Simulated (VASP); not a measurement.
A run of VASP 6.6.1 is set up as follows.

Contents of INCAR:

```
SYSTEM = SiNi
AGGAC    = 1.0          
AGGAX    = 1.0          
ALDAC    = 0.0          
ALDAX    = 1.0          
ALGO     = Normal         ! electronic algorithm
EDIFF    = 1E-7           ! SCF threshold, eV
ENCUT    = 520            ! plane-wave cutoff, eV
GGA      = B5             ! functional
ISIF     = 2              ! what is computed and relaxed
ISMEAR   = -1             ! smearing method
ISPIN    = 2              ! spin polarisation
LASPH    = .TRUE.         ! aspherical terms in the spheres
LCHARG   = .FALSE.        ! write CHGCAR
LMAXMIX  = 4              ! l up to which the mixer works
LORBIT   = 11             ! projections on sites
LREAL    = .FALSE.        ! projectors in reciprocal space
LWAVE    = .FALSE.        ! write WAVECAR
MAGMOM   = 1 1 1 1 0 0 0 0 ! initial moments
NBANDS   = 42             ! bands
NELM     = 150            ! most SCF steps
PREC     = Accurate       ! precision mode
SIGMA    = 0.05           ! smearing width, eV
```

The input KPOINTS:

```
k-points
0
G
  6 6 6
  0 0 0
```

The input POSCAR:

```
SiNi
1.0
    4.5036940000      0.0000000000      0.0000000000
    0.0000000000      4.5036940000      0.0000000000
    0.0000000000      0.0000000000      4.5036940000
Ni Si
4 4
Direct
    0.1495040000      0.1495040000      0.1495040000
    0.6495040000      0.3504960000      0.8504960000
    0.8504960000      0.6495040000      0.3504960000
    0.3504960000      0.8504960000      0.6495040000
    0.8468300000      0.8468300000      0.8468300000
    0.3468300000      0.6531700000      0.1531700000
    0.1531700000      0.3468300000      0.6531700000
    0.6531700000      0.1531700000      0.3468300000
```

Potentials or basis: VASP PAW PBE potentials, release 64 (Ni, Si).

Run with:

```sh
$ cat potpaw_PBE.64/Ni/POTCAR potpaw_PBE.64/Si/POTCAR > POTCAR
$ mpirun -np 1 vasp_std > vasp.out
```

Q: Predict the largest force.

A: 0.064 eV/Å.

Q: What does it give for the pressure?

A: 11.6 GPa.

Q: What does it give for the band gap on the k mesh?

A: Zero (filled and empty bands overlap).

Q: Predict the net moment.

A: 0.00 μB per cell.

Forces in eV/Å, atoms in the order of the input:
```
Ni   0.004  0.004  0.004
Ni   0.004 -0.004 -0.004
Ni  -0.004  0.004 -0.004
Ni  -0.004 -0.004  0.004
Si  -0.037 -0.037 -0.037
Si  -0.037  0.037  0.037
Si   0.037 -0.037  0.037
Si   0.037  0.037 -0.037
```

Caveat: the cell stands under pressure; the moments typed at the start vanished in this run; the PAW data sets were made with another functional, which shifts forces and pressure a little.
